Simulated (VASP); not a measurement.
Here is a VASP 6.6.1 calculation.

The input POSCAR:

```
AlN
1.0
    3.1067291065      0.0000222162     -0.0000034901
   -1.5533453134      2.6904816092      0.0000094658
   -0.0000055844      0.0000142649      4.9785586966
Al N
2 2
Direct
    0.3339538792      0.6679608747     -0.0001409047
    0.6672872193      0.3346249371      0.4998591028
    0.3339500326      0.6679589333      0.3814705075
    0.6672916142      0.3346280467      0.8814705228
```

File INCAR.step1:

```
PREC = Accurate ; ENCUT = 520
ISMEAR = 0 ; SIGMA = 0.01
LREAL = False ; LASPH = True
NELM = 60 ; NBANDS = 16
ISYM = 0 ; GGA = PE
ALGO = Normal ; EDIFF = 1E-4
LWAVE = True ; LCHARG = False
```

The input INCAR.step2:

```
PREC = Accurate ; ENCUT = 520
EDIFF = 1E-7 ; ISMEAR = 0
SIGMA = 0.01 ; LREAL = False
LASPH = True ; NELM = 60
ALGO = Normal ; ISIF = 2
LWAVE = False ; LCHARG = False
METAGGA = R2SCAN ; LMIXTAU = True
NBANDS = 16 ; ISYM = 0
ISTART = 1
```

KPOINTS

```
Automatic mesh
0
Gamma
  8 8 4
  0.5 0.5 0.5
```

Potentials or basis: VASP PAW PBE potentials, release 64 (Al, N).

Command:

```console
$ cat potpaw_PBE.64/Al/POTCAR potpaw_PBE.64/N/POTCAR > POTCAR
$ cp INCAR.step1 INCAR
$ mpirun -np 1 vasp_std > vasp.out
$ cp INCAR.step2 INCAR
$ mpirun -np 1 vasp_std > vasp.out
```

(1) What does it give for the pressure?

(2) What does it give for the band gap on the k mesh?

## Answers

(1) -0.4 GPa.

(2) 5.62 eV, direct.

Caveat: the PAW data sets were made with another functional, which shifts forces and pressure a little.

**Measured values to compare with.**

From “Self-assembly of well-separated AlN nanowires directly on sputtered metallic TiN films”, 2019, arxiv:1910.07391, for a bulk crystal of AlN at 10 K: band gap 6.034 eV (an exciton energy, a little under the gap).

Measured gap of AlN: 6.034 eV (an exciton energy, a little under the gap; 10 K; quoted in “Self-assembly of well-separated AlN nanowires directly on sputtered metallic TiN films”, 2019, arxiv:1910.07391). This calculation gives 5.62 eV (-0.41 eV). 2 values of this kind are on record (6.034 to 6.0343 eV); this one was drawn at random. The value is that of r2SCAN on a finite k mesh, which can miss the band edges, without temperature or zero-point motion.
